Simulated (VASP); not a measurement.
Write the native input for VASP 6.6.1 that does the following.

```yaml
Task: single point
Functional: PBEsol
Potentials_or_basis: VASP PAW PBE potentials, release 64 (Ag)
Cutoff: 520 eV
k_mesh: 9 × 9 × 9
Occupations: fermi-dirac, width 0.1 eV
Spin: no spin polarisation
Dipole_correction: no
Further_INCAR_settings: ALGO = Normal; EDIFF = 1e-06; NBANDS = 12
```

The structure of Ag lies in POSCAR:

```
Ag
1.0
   -1.6133649663      1.6133649663      1.6133649663
    1.6133649663     -1.6133649663      1.6133649663
    1.6133649663      1.6133649663     -1.6133649663
Ag
1
Direct
    0.0000000000      0.0000000000      0.0000000000
```

One way to write it, as run:

INCAR

```
  ALGO = Normal
  EDIFF = 1E-6
  ENCUT = 520
  GGA = PS
  ISIF = 2
  ISMEAR = -1
  LASPH = T
  LCHARG = T
  LELF = T
  LREAL = F
  LVHAR = T
  LWAVE = F
  NBANDS = 12
  NELM = 100
  PREC = Accurate
  SIGMA = 0.1
```

KPOINTS

```
k-points
0
Gamma
  9 9 9
```

Potentials or basis: VASP PAW PBE potentials, release 64 (Ag).

Command:

```console
$ cat potpaw_PBE.64/Ag/POTCAR > POTCAR
$ mpirun -np 1 vasp_std > vasp.out
```

Results of the run:

| Item | Value |
| --- | --- |
| Pressure | -0.3 GPa |

Caveat: the PAW data sets were made with another functional, which shifts forces and pressure a little.

It took 11 s on 1 thread of Intel Xeon 8259CL (shared host), peak memory 0.14 GiB.
